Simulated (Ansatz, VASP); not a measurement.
# Two plane-wave programs on Mg3ZrN2

```xyz
6
Lattice="3.7351 0.0000 0.0000 0.0000 3.7351 0.0000 0.0000 0.0000 8.2052" Properties=species:S:1:pos:R:3 pbc="T T T"
Mg    0.0000    0.0000    3.8248
Mg    1.8675    0.0000    6.5275
Mg    0.0000    1.8675    6.5275
Zr    0.0000    0.0000    1.2402
N     1.8675    0.0000    2.2623
N     0.0000    1.8675    2.2623
```

Alike in both runs: functional PBE; k mesh 5 × 5 × 2; occupations gaussian, width 0.2 eV; no spin polarisation.

Ansatz relaxed the structure, and its values are those at the end. VASP's run is a single point on that final structure, the one shown.

|  | VASP | Ansatz |
| --- | --- | --- |
| version | VASP 6.6.1 | Ansatz 0.2.0 |
| potentials or method | VASP PAW PBE potentials, release 64 (Mg, Zr_sv, N), cutoff 600 eV | scalar-relativistic, plane waves, PAW |
| valence electrons in the cell | 28 | 52 |

Ansatz gave:

| Item | Value |
| --- | --- |
| gap on the k mesh at the Fermi level (eV) | none |
| pressure (GPa) | 0.5 |
| rms of the force components (eV/Å) | 0.012 |

Problem. What did VASP give for the same quantities?

Solution. gap on the k mesh at the Fermi level (eV): none; pressure (GPa): 0.4; rms of the force components (eV/Å): 0.021.

A gap of «none» marks a metal or a gap that the smearing closes. The functional is the same, so the differences come from potentials, cutoffs and numerics. VASP's potentials hold 28 valence electrons a cell and Ansatz's 52, so a difference there can come from the potentials and not from the codes.

The k mesh is coarse, so the values compare programs but aren't converged.
